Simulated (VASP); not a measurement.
# Re (Im-3m) in VASP: single point with PBEsol

Aim: the single point of Re with PBEsol.

Everything below comes from runs of VASP 6.6.1. Logs are shortened: lines on timing, memory, paths and dates and some standing lists are left out, and cuts for length are marked.

## (1) The cell of the first run

The structure is cubic, space group Im-3m (No. 229). The conventional cell has a = 3.085 Å, b = 3.085 Å, c = 3.085 Å, α = 90.00°, β = 90.00°, γ = 90.00°. Within 3.5 Å of Re (site symmetry m-3m) lie 14 Re at 2.67 to 3.08 Å.

## (2) Single point, PBEsol

The input, INCAR:

```
PREC     = Accurate       # precision mode
ENCUT    = 520            # plane-wave cutoff, eV
EDIFF    = 1E-6           # SCF threshold, eV
ISMEAR   = -1             # smearing method
SIGMA    = 0.13605693000000002 # smearing width, eV
LREAL    = False          # projectors in reciprocal space
LASPH    = True           # aspherical terms in the spheres
NELM     = 80             # most SCF steps
ALGO     = Normal         # electronic algorithm
ISIF     = 2              # what is computed and relaxed
LWAVE    = False          # write WAVECAR
LCHARG   = False          # write CHGCAR
GGA      = PS             # functional
NBANDS   = 10             # bands
```

The input, KPOINTS:

```
Automatic mesh
0
Gamma
  15 15 15
```

The input, POSCAR:

```
Re
1.0
   -1.5424187549      1.5424187549      1.5424187549
    1.5424187549     -1.5424187549      1.5424187549
    1.5424187549      1.5424187549     -1.5424187549
Re
1
Direct
    0.0000000000      0.0000000000      0.0000000000
```

Potentials or basis: VASP PAW PBE potentials, release 64 (Re).

On the command line:

```
$ cat potpaw_PBE.64/Re/POTCAR > POTCAR
$ mpirun -np 1 vasp_std > vasp.out
```

OUTCAR:

```text
PREC = Accurate
   ENCUT = 520
   EDIFF = 1E-6
   ISMEAR = -1
   LREAL = False
   LASPH = True
   NELM = 80
   ISIF = 2
   GGA = PS

 ion  position               nearest neighbor table
   1  0.000  0.000  0.000-

  LATTYP: Found a body centered cubic cell.
 ALAT       =     3.0848375098

  Lattice vectors:

 A1 = (  -1.5424187549,   1.5424187549,   1.5424187549)
 A2 = (   1.5424187549,  -1.5424187549,   1.5424187549)
 A3 = (   1.5424187549,   1.5424187549,  -1.5424187549)

Analysis of symmetry for initial positions (statically):
=====================================================================
 Subroutine PRICEL returns:
 Original cell was already a primitive cell.

 Routine SETGRP: Setting up the symmetry group for a
 body centered cubic supercell.

 Subroutine GETGRP returns: Found 48 space group operations
[... 9 lines left out ...]

 Routine SETGRP: Setting up the symmetry group for a
 body centered cubic supercell.

 Subroutine GETGRP returns: Found 48 space group operations
[... 11 lines left out ...]
                                     Primitive cell

  volume of cell :      14.6780

  direct lattice vectors                    reciprocal lattice vectors
    -1.542418755  1.542418755  1.542418755     0.000000000  0.324166183  0.324166183
     1.542418755 -1.542418755  1.542418755     0.324166183  0.000000000  0.324166183
     1.542418755  1.542418755 -1.542418755     0.324166183  0.324166183  0.000000000

  length of vectors
     2.671547650  2.671547650  2.671547650     0.458440212  0.458440212  0.458440212

  position of ions in fractional coordinates (direct lattice)
     0.000000000  0.000000000  0.000000000

  ion indices of the primitive-cell ions
   primitive index   ion index
                 1           1

----------------------------------------------------------------------------------------

 KPOINTS: Automatic mesh

Automatic generation of k-mesh.
 Grid dimensions read from file:
 generate k-points for:   15   15   15

 Generating k-lattice:

  Cartesian coordinates                     Fractional coordinates (reciprocal lattice)
     0.000000000  0.021611079  0.021611079     0.066666667  0.000000000  0.000000000
     0.021611079  0.000000000  0.021611079     0.000000000  0.066666667  0.000000000
     0.021611079  0.021611079  0.000000000     0.000000000  0.000000000  0.066666667

  Length of vectors
     0.030562681  0.030562681  0.030562681

  Shift w.r.t. Gamma in fractional coordinates (k-lattice)
     0.000000000  0.000000000  0.000000000

 Subroutine IBZKPT returns following result:
 ===========================================

 Found    120 irreducible k-points:

 Following reciprocal coordinates:
            Coordinates               Weight
  0.000000  0.000000  0.000000      1.000000
  0.066667  0.000000  0.000000     12.000000
  0.133333  0.000000  0.000000     12.000000
  0.200000  0.000000  0.000000     12.000000
  0.266667  0.000000  0.000000     12.000000
  0.333333  0.000000  0.000000     12.000000
[... 16 lines left out ...]
  0.333333  0.200000 -0.000000     48.000000
  0.400000  0.200000 -0.000000     24.000000
 [... further k-points ...]
   k-points           NKPTS =    120   k-points in BZ     NKDIM =    120   number of bands    NBANDS=     10
   number of dos      NEDOS =    301   number of ions     NIONS =      1
   total plane-waves  NPLWV =   8000
   dimension x,y,z NGX =    20 NGY =   20 NGZ =   20
   dimension x,y,z NGXF=    40 NGYF=   40 NGZF=   40
   ions per type =               1
   NGX,Y,Z   is equivalent  to a cutoff of  12.45, 12.45, 12.45 a.u.
   NGXF,Y,Z  is equivalent  to a cutoff of  24.89, 24.89, 24.89 a.u.
 SYSTEM =  unknown system
   PREC   = accura    normal or accurate (medium, high low for compatibility)
   ISTART =      0    job   : 0-new  1-cont  2-samecut
   ICHARG =      2    charge: 1-file 2-atom 10-const
   ISPIN  =      1    spin polarized calculation?
   LNONCOLLINEAR =      F non collinear calculations
   LSORBIT =      F    spin-orbit coupling
   LASPH  =      T    aspherical Exc in radial PAW
   ENCUT  =  520.0 eV  38.22 Ry    6.18 a.u.   4.97  4.97  4.97*2*pi/ulx,y,z
   NELM   =     80;   NELMIN=  2; NELMDL= -5     # of ELM steps
   EDIFF  = 0.1E-05   stopping-criterion for ELM
   LREAL  =      F    real-space projection
   EDIFFG = 0.1E-04   stopping-criterion for IOM
   NSW    =      0    number of steps for IOM
   IBRION =     -1    ionic relax: 0-MD 1-quasi-New 2-CG
   NFREE  =      0    steps in history (QN), initial steepest desc. (CG)
   ISIF   =      2    stress and relaxation
   ISYM   =      2    0-nonsym 1-usesym 2-fastsym
   POTIM  = 0.5000    time-step for ionic-motion
   TEBEG  =    0.0;   TEEND  =   0.0 temperature during run
   PSTRESS=    0.0 pullay stress
   NELECT =       7.0000    total number of electrons
   NUPDOWN=      -1.0000    fix difference up-down
   EMIN   =  10.00;   EMAX   =-10.00  energy-range for DOS
   EFERMI =   0.00;   METHOD = LEGACY
   ISMEAR =    -1;   SIGMA  =   0.14  broadening in eV -4-tet -1-fermi 0-gaus
   EFERMI_NEDOS =   21; number of points for ismear=-14 and -15
   IALGO  =     38    algorithm
   IMIX   =      4    mixing-type and parameters
     AMIX     =   0.40;   BMIX     =  1.00
     AMIX_MAG =   1.60;   BMIX_MAG =  1.00
  volume/ion in A,a.u.               =      14.68        99.05
  Fermi-wavevector in a.u.,A,eV,Ry     =   1.279043  2.417041 22.258472  1.635952
  Thomas-Fermi vector in A             =   2.411551
   LORBIT       =      0    0 simple, 1 ext, 2 COOP (PROOUT), +10 PAW based schemes
   GGA     = PS    functional components
   LHFCALC =     F    Hartree Fock is set to
   AEXX    =    0.0000 exact exchange contribution
   IVDW    =     0    specifies the selected vdW correction
   LEPSILON=     F    determine dielectric tensor
   LRPA    =     F    only Hartree local field effects (RPA)
 non-spin polarized calculation
  energy-cutoff  :      520.00
  volume of cell :       14.68
 maximum number of plane-waves:       409
   NGX =  9   NGY =  9   NGZ =  9

 number of electron       6.9999999 magnetization

 Free energy of the ion-electron system (eV)
  ---------------------------------------------------
  ext. energy  EPLUGINS =         0.00000000
  ---------------------------------------------------
  free energy    TOTEN  =       -13.06308646 eV

  energy without entropy =      -12.99341919  energy(sigma->0) =      -13.02825283

 E-fermi :   8.6863     XC(G=0): -13.8341

 val. band max:        8.6591139472   @ k =  -0.4000   0.4000   0.3333
 cond. band min:       8.6889607170   @ k =  -0.3333   0.4667   0.2000
 fundamental gap:      0.0298467699
 Fermi energy:         8.6862770860

 k-point     1 :       0.0000    0.0000    0.0000
  band No.  band energies     occupation
      1      -2.1577      2.00000
      2       5.9543      2.00000
      3       5.9543      2.00000
      4       5.9543      2.00000
      5       9.4400      0.00782
      6       9.4400      0.00782
      7      24.2758      0.00000
      8      24.2758      0.00000
      9      24.2758      0.00000
     10      36.4719      0.00000

 k-point     2 :       0.0667    0.0000    0.0000
  band No.  band energies     occupation
      1      -1.9382      2.00000
      2       5.8304      2.00000
      3       5.9337      2.00000
      4       6.1669      2.00000
      5       9.2550      0.03013
      6       9.4461      0.00748
      7      24.4461      0.00000
      8      24.6452      0.00000
      9      24.7477      0.00000
     10      35.0573      0.00000

 k-point     3 :       0.1333    0.0000    0.0000
  band No.  band energies     occupation
      1      -1.3144      2.00000
      2       5.4968      2.00000
      3       5.8279      2.00000
      4       6.7937      2.00000
      5       8.9033      0.33730
      6       9.4749      0.00606
      7      24.7965      0.00000
      8      25.7101      0.00000
      9      25.8073      0.00000
     10      32.3213      0.00000

 k-point     4 :       0.2000    0.0000    0.0000
  band No.  band energies     occupation
      1      -0.4089      2.00000
      2       5.0438      2.00000
      3       5.6137      2.00000
      4       7.8003      1.99703
      5       8.7458      0.78454
      6       9.5500      0.00349
      7      24.7464      0.00000
      8      26.2102      0.00000
      9      27.3626      0.00000
     10      31.2376      0.00000

 k-point     5 :       0.2667    0.0000    0.0000
  band No.  band energies     occupation
      1       0.5075      2.00000
      2       4.5694      2.00000
      3       5.5549      2.00000
      4       8.8901      0.36553
      5       9.1202      0.07914
      6       9.6883      0.00127
      7      23.8046      0.00000
      8      24.7654      0.00000
      9      29.4658      0.00000
     10      31.9441      0.00000

 k-point     6 :       0.3333    0.0000    0.0000
  band No.  band energies     occupation
      1       1.0489      2.00000
      2       4.1527      2.00000
      3       6.1091      2.00000
      4       9.1890      0.04850
      5       9.8808      0.00031
      6      10.6325      0.00000
      7      22.4919      0.00000
      8      22.4993      0.00000
      9      30.0566      0.00000
     10      31.8574      0.00000
[... 183 lines left out ...]
 k-point    21 :       0.2000    0.2000    0.0000
  band No.  band energies     occupation
      1       1.8706      2.00000
      2       4.3433      2.00000
      3       4.8563      2.00000
      4       8.6145      1.25779
      5      10.2025      0.00003
      6      11.6998      0.00000
      7      22.0106      0.00000
      8      24.7589      0.00000
      9      26.7016      0.00000
     10      28.9928      0.00000

 k-point    22 :       0.2667    0.2000    0.0000
  band No.  band energies     occupation
      1       2.2929      2.00000
      2       4.1221      2.00000
      3       5.2539      2.00000
      4       8.9208      0.30285
      5      10.2780      0.00002
      6      13.4784      0.00000
      7      20.0901      0.00000
      8      23.4408      0.00000
      9      25.6101      0.00000
     10      30.1443      0.00000

 k-point    23 :       0.3333    0.2000   -0.0000
  band No.  band energies     occupation
      1       2.3278      2.00000
      2       4.0257      2.00000
      3       5.8802      2.00000
      4       9.1947      0.04655
      5      10.4521      0.00000
      6      15.0897      0.00000
      7      18.2522      0.00000
      8      22.2254      0.00000
      9      25.1005      0.00000
     10      31.4012      0.00000

 k-point    24 :       0.4000    0.2000   -0.0000
  band No.  band energies     occupation
      1       2.2994      2.00000
      2       3.9990      2.00000
      3       6.1751      2.00000
      4       9.2450      0.03241
      5      10.6538      0.00000
      6      15.9044      0.00000
      7      17.3443      0.00000
      8      21.6880      0.00000
      9      24.9409      0.00000
     10      32.1872      0.00000

 [... further k-points ...]
[... 5 lines left out ...]
  --------------------------------------------------------------------------------------
  -------------------------------------------------------------------------------------
  Total        0.0765435      0.0765435      0.0765435     -0.0000000      0.0000000     -0.0000000
  in kB        8.3551076      8.3551076      8.3551076     -0.0000000      0.0000000     -0.0000000
  external PRESSURE =       8.3551076 kB  Pullay stress =       0.0000000 kB

 VOLUME and BASIS-vectors are now :
 -----------------------------------------------------------------------------
  energy-cutoff  :      520.00
  volume of cell :       14.68
      direct lattice vectors                 reciprocal lattice vectors
    -1.542418755  1.542418755  1.542418755     0.000000000  0.324166183  0.324166183
     1.542418755 -1.542418755  1.542418755     0.324166183  0.000000000  0.324166183
     1.542418755  1.542418755 -1.542418755     0.324166183  0.324166183  0.000000000

 POSITION                                       TOTAL-FORCE (eV/Angst)
 -----------------------------------------------------------------------------------
      0.00000      0.00000      0.00000         0.000000     -0.000000      0.000000
 -----------------------------------------------------------------------------------
    total drift:                                0.000000      0.000000      0.000000

  FREE ENERGIE OF THE ION-ELECTRON SYSTEM (eV)
  ---------------------------------------------------
  free  energy   TOTEN  =       -13.0630864599 eV

  energy  without entropy=      -12.9934191940  energy(sigma->0) =      -13.02825283
```

Run time: 6.6 s. Hardware: 1 thread of Intel Xeon 6975P-C (Granite Rapids), shared host; peak memory 0.13 GiB.

What came out:

```yaml
Free_energy: -13.0631 eV
Pressure: 0.8 GPa
```

Levels at points of the mesh, in eV from the Fermi level:
```tsv
k point	band 1	band 2	band 3	band 4	band 5	band 6	band 7	band 8
(0.00, 0.00, 0.00)	-10.84	-2.73	-2.73	-2.73	0.75	0.75	15.59	15.59
```

Caveat: the PAW data sets were made with another functional, which shifts forces and pressure a little; spin-orbit coupling is left out, which moves the levels of the heavy elements.
